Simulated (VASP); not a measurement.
Set up this calculation in VASP 6.6.1, as the native input.

* Task: relaxation of cell and atoms
* Functional: PBE
* Potentials or basis: VASP PAW PBE potentials, release 64 (Y_sv, F)
* Cutoff: 600 eV
* k mesh: 8 × 8 × 8
* Occupations: gaussian, width 0.1 eV
* Spin: no spin polarisation
* Dipole correction: no
* Further INCAR settings: ALGO = Normal; EDIFF = 1e-07; IBRION = 2; EDIFFG = -0.01; NSW = 100; ISIF = 3

The structure of YF4 lies in POSCAR:

```
YF4
1.0
    0.0000000000      4.4357597514      4.4357597514
    4.4357597514      0.0000000000      4.4357597514
    4.4357597514      4.4357597514      0.0000000000
Y F
1 4
Direct
    0.2500000000      0.2500000000      0.2500000000
    0.3839426781      0.8481719658      0.3839426781
    0.3839426781      0.3839426781      0.3839426781
    0.8481719658      0.3839426781      0.3839426781
    0.3839426781      0.3839426781      0.8481719658
```

The cell was built from a structure type or drawn by symmetry, and may not be a known phase.

One way to write it, as run:

INCAR

```
PREC     = Accurate       # precision mode
ENCUT    = 600            # plane-wave cutoff, eV
EDIFF    = 1E-7           # SCF threshold, eV
ISMEAR   = 0              # smearing method
SIGMA    = 0.1            # smearing width, eV
LREAL    = F              # projectors in reciprocal space
LASPH    = T              # aspherical terms in the spheres
NELM     = 120            # most SCF steps
ALGO     = Normal         # electronic algorithm
ISIF     = 3              # what is computed and relaxed
LWAVE    = F              # write WAVECAR
LCHARG   = F              # write CHGCAR
GGA      = PE             # functional
IBRION   = 2              # ionic algorithm
NSW      = 100            # ionic steps
EDIFFG   = -0.01          # ionic threshold
GGA_COMPAT= F            
NELMIN   = 4
```

KPOINTS

```
regular mesh
0
Gamma
  8 8 8
```

Potentials or basis: VASP PAW PBE potentials, release 64 (Y_sv, F).

Launch:

```sh
$ cat potpaw_PBE.64/Y_sv/POTCAR potpaw_PBE.64/F/POTCAR > POTCAR
$ mpirun -np 1 vasp_std > vasp.out
```

Results of the run:

- Relaxed volume: 35.49 Å³/atom
- Relaxed cell: a = 6.307 Å, b = 6.307 Å, c = 6.307 Å, α = 60.00°, β = 60.00°, γ = 60.00°
- Space group after relaxing (to 0.1 Å): F-43m (No. 216)
- Energy gained by relaxing: 0.2 meV/atom
- Ionic steps: 6
- Pressure after relaxing: 0.0 GPa
- Largest force after relaxing: 0.009 eV/Å
- Band gap on the k mesh: zero (an odd number of electrons rules out a gap without spin polarisation)

Caveat: an odd number of electrons without spin polarisation forces a metal; a magnetic or distorted state may lie lower.

Wall time 24 min on 1 thread of Intel Xeon 8259CL (shared host), peak memory 0.47 GiB.
